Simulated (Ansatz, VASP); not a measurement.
## Two plane-wave programs on CuI

The input INCAR:

```
  PREC = Accurate
  ENCUT = 600
  EDIFF = 1E-7
  ISMEAR = 0
  SIGMA = 0.01
  LREAL = False
  LASPH = True
  NELM = 100
  ALGO = Normal
  ISIF = 3
  LWAVE = False
  LCHARG = False
  GGA = PS
  IBRION = 2
  NSW = 60
  EDIFFG = -0.03
```

File KPOINTS:

```
Automatic mesh
0
Gamma
  6 6 6
```

Contents of POSCAR:

```
CuI
1.0
    4.2871880000      0.0000000000      0.0000000000
    2.1435940000      3.7128137188      0.0000000000
    2.1435940000      1.2376045729      3.5004743438
Cu I
1 1
Direct
    0.2500000000      0.2500000000      0.2500000000
    0.0000000000      0.0000000000      0.0000000000
```

Input for Ansatz:

```yaml
crystal:
  lattice:
    a: 4.287188
    b: 4.287188
    c: 4.287188
    alpha: 60.0
    beta: 60.0
    gamma: 60.0
  atoms:
    - { symbol: Cu, position: [0.25, 0.25, 0.25] }
    - { symbol: I, position: [0.0, 0.0, 0.0] }
basis:
  ecutwfc: 625.861883657724
kpoints:
  mp_grid:
    grid: [6, 6, 6]
hamiltonian:
  xc: pbesol
  dispersion: none
scf:
  occupations:
    method: fixed
relax:
  f_tol: 0.03
  max_steps: 40
  cell: {}
```

Alike in both runs: task relaxation of cell and atoms; functional PBEsol; k mesh 6 × 6 × 6; no spin polarisation.

```csv
,VASP,Ansatz
version,VASP 6.6.1,Ansatz 0.2.0
potentials or method,"VASP PAW PBE potentials, release 64 (Cu, I), cutoff 600 eV","plane waves, PAW"
occupations,"gaussian, width 0.01 eV",fixed
valence electrons in the cell,18,36
```

VASP gave:

- relaxed volume (Å³/atom): 26.27
- relaxed length of the cell vector where the two differ most in proportion (Å): 4.204

Q: Estimate Ansatz's values.

A: Relaxed volume (Å³/atom): 26.20; relaxed length of the cell vector where the two differ most in proportion (Å): 4.200.

VASP's potentials were made for PBE, not for PBEsol. VASP's potentials hold 18 valence electrons a cell and Ansatz's 36, so a difference there can come from the potentials and not from the codes.

Neither program's run includes spin-orbit coupling.
